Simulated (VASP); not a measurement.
Here is a VASP 6.6.1 calculation.

The input INCAR:

```
PREC = Accurate ; ENCUT = 520
EDIFF = 1E-8 ; ISMEAR = -1
SIGMA = 0.02 ; LREAL = False
LASPH = True ; NELM = 60
ALGO = Normal ; ISIF = 2
LWAVE = False ; LCHARG = False
GGA = PE ; LEFG = True
NBANDS = 26
```

KPOINTS

```
regular mesh
0
Gamma
  11 11 6
```

The input POSCAR:

```
ZnO
1.0
    3.2169047367      0.0000000000      0.0000000000
   -1.6084523683      2.7859212235      0.0000000000
    0.0000000000      0.0000000000      5.2038000000
Zn O
2 2
Direct
    0.3333333333      0.6666666667      0.0000000000
    0.6666666667      0.3333333333      0.5000000000
    0.3333333333      0.6666666667      0.3821000000
    0.6666666667      0.3333333333      0.8821000000
```

Potentials or basis: VASP PAW PBE potentials, release 64 (Zn, O).

The run is started by

```bash
$ cat potpaw_PBE.64/Zn/POTCAR potpaw_PBE.64/O/POTCAR > POTCAR
$ mpirun -np 1 vasp_std > vasp.out
```

Q: What does it give for the pressure?

A: 9.3 GPa.

Q: What does it give for the largest force?

A: 0.136 eV/Å.

Electric field gradients, principal values (V/Å²):
```tsv
atom	least	middle	greatest (by size)
1 Zn	-6.302	-6.310	12.612
2 Zn	-6.302	-6.310	12.612
3 O	1.031	1.037	-2.068
4 O	1.031	1.037	-2.068
```

Caveat: the cell differs from its parent crystal (equal xx and yy strain of -1 %); the cell stands under pressure; without QUAD_EFG the Cq values of the log hold for a quadrupole moment of 1 mb, not for the nuclei.
